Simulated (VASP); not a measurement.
Input of a VASP 6.6.1 run:

Contents of INCAR:

```
ALGO = Normal
EDIFF = 1E-6
ENCUT = 400
GGA = PE
GGA_COMPAT = F
ISIF = 2
ISMEAR = 1
LASPH = T
LCHARG = F
LREAL = F
LWAVE = F
NELM = 120
PREC = Accurate
SIGMA = 0.1
```

The input KPOINTS:

```
k-points
0
Gamma
  9 9 9
```

POSCAR

```
Ti3Al
1.0
    0.0000000000      3.2317810000      3.2317810000
    3.2317810000      0.0000000000      3.2317810000
    3.2317810000      3.2317810000      0.0000000000
Ti Al
3 1
Direct
    0.0000000000      0.0000000000      0.0000000000
    0.2500000000      0.2500000000      0.2500000000
    0.7500000000      0.7500000000      0.7500000000
    0.5000000000      0.5000000000      0.5000000000
```

Potentials or basis: VASP PAW PBE potentials, release 64 (Ti_sv, Al).

Command:

```bash
$ cat potpaw_PBE.64/Ti_sv/POTCAR potpaw_PBE.64/Al/POTCAR > POTCAR
$ mpirun -np 1 vasp_std > vasp.out
```

Q: What does it give for the pressure?

A: -1.7 GPa.

Q: Predict the band gap on the k mesh.

A: Zero (an odd number of electrons rules out a gap without spin polarisation).
